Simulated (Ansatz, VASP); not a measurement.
## Cu in VASP and in Ansatz

```
CELL_PARAMETERS angstrom
-1.46448 1.46448 1.40144
1.46448 -1.46448 1.40144
1.46448 1.46448 -1.40144
ATOMIC_POSITIONS crystal
Cu 0.00000 0.00000 0.00000
```

Alike in both runs: functional PBE; k mesh 8 × 8 × 8; occupations gaussian, width 0.1 eV; no spin polarisation.

Ansatz relaxed the structure, and its values are those at the end. VASP's run is a single point on that final structure, the one shown.

```csv
,VASP,Ansatz
version,VASP 6.6.1,Ansatz 0.2.0
potentials or method,"VASP PAW PBE potentials, release 64 (Cu), cutoff 520 eV","scalar-relativistic, plane waves, PAW"
valence electrons in the cell,11,19
```

Ansatz gave:

| Property | Result |
| --- | --- |
| gap on the k mesh at the Fermi level (eV) | none |
| pressure (GPa) | 0.0 |

What did VASP give for the same quantities?

gap on the k mesh at the Fermi level (eV): none; pressure (GPa): 0.5.

A gap of «none» marks a metal or a gap that the smearing closes. With one functional, cell and mesh, what is left measures potentials, basis and numerics. VASP's potentials hold 11 valence electrons a cell and Ansatz's 19, so a difference there can come from the potentials and not from the codes.

The k mesh is coarse, so the values compare programs but aren't converged.
